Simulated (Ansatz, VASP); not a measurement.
Given: the input of a run of Ansatz 0.2.0 on PbS.

File input.yaml:

```yaml
crystal:
  lattice:
    - [2.0659928603, -5.9510856073, 0.0]
    - [2.0659928603, 5.9510856073, 0.0]
    - [0.0, 0.0, 4.2505997999]
  atoms:
    - { symbol: Pb, position: [0.13056335, 0.86943665, 0.25] }
    - { symbol: Pb, position: [0.86943665, 0.13056335, 0.75] }
    - { symbol: S, position: [0.35479709, 0.64520291, 0.25] }
    - { symbol: S, position: [0.64520291, 0.35479709, 0.75] }
hamiltonian:
  xc: revpbe
  pseudopotentials: { kind: paw }
kpoints:
  mp_grid: { grid: [7, 7, 6] }
scf:
  occupations: { method: fermi_dirac, width: 0.05 }
output:
  forces: true
  stress: true
  eigenvalues: true
```

Potentials or basis: Ansatz PAW.

Launch:

```bash
$ ansatz run input.yaml --threads 2 --pin off --max-ram 5120MiB --backend cpu --events-out ev --progress --plain --runs-dir out
```

Q: Set up the same calculation for VASP 6.6.1. Potentials there: VASP PAW PBE potentials, release 64 (Pb_d, S).

A: As run (the cutoff follows the program's own potentials):

File INCAR:

```
  PREC = Accurate
  ENCUT = 520
  EDIFF = 1E-6
  ISMEAR = -1
  SIGMA = 0.05
  LREAL = F
  LASPH = T
  NELM = 60
  ALGO = Normal
  ISIF = 2
  LWAVE = F
  LCHARG = F
  GGA = RE
  NBANDS = 28
```

The input KPOINTS:

```
regular mesh
0
Gamma
  7 7 6
```

The input POSCAR:

```
PbS
1.0
    2.0659928603     -5.9510856073      0.0000000000
    2.0659928603      5.9510856073      0.0000000000
    0.0000000000      0.0000000000      4.2505997999
Pb S
2 2
Direct
    0.1305633500      0.8694366500      0.2500000000
    0.8694366500      0.1305633500      0.7500000000
    0.3547970900      0.6452029100      0.2500000000
    0.6452029100      0.3547970900      0.7500000000
```

Potentials or basis: VASP PAW PBE potentials, release 64 (Pb_d, S).

The run is started by

```bash
$ cat potpaw_PBE.64/Pb_d/POTCAR potpaw_PBE.64/S/POTCAR > POTCAR
$ mpirun -np 1 vasp_std > vasp.out
```

Both were run:

|  | VASP | Ansatz | Ansatz less VASP |
| --- | --- | --- | --- |
| gap on the k mesh at the Fermi level (eV) | 1.27 | 1.27 | 0.000 |
| least direct gap on the mesh (eV) | 1.50 | 1.50 | -0.001 |
| pressure (GPa) | 3.6 | 3.7 | +0.08 |
| traceless stress, the component that is largest in VASP (GPa) | 0.23 | 0.24 | +0.017 |
| rms of the force components (eV/Å) | 0.122 | 0.124 | +0.0024 |

VASP's potentials were made for PBE, not for revPBE. Atom by atom the forces differ by 0.003 eV/Å (rms over components). The functional is the same, so the differences come from potentials, cutoffs and numerics.

Neither program's run includes spin-orbit coupling. Noted on Ansatz's run: odd divisions of the mesh miss points on the zone boundary, where band edges often lie, so the gap on the mesh can be too wide.
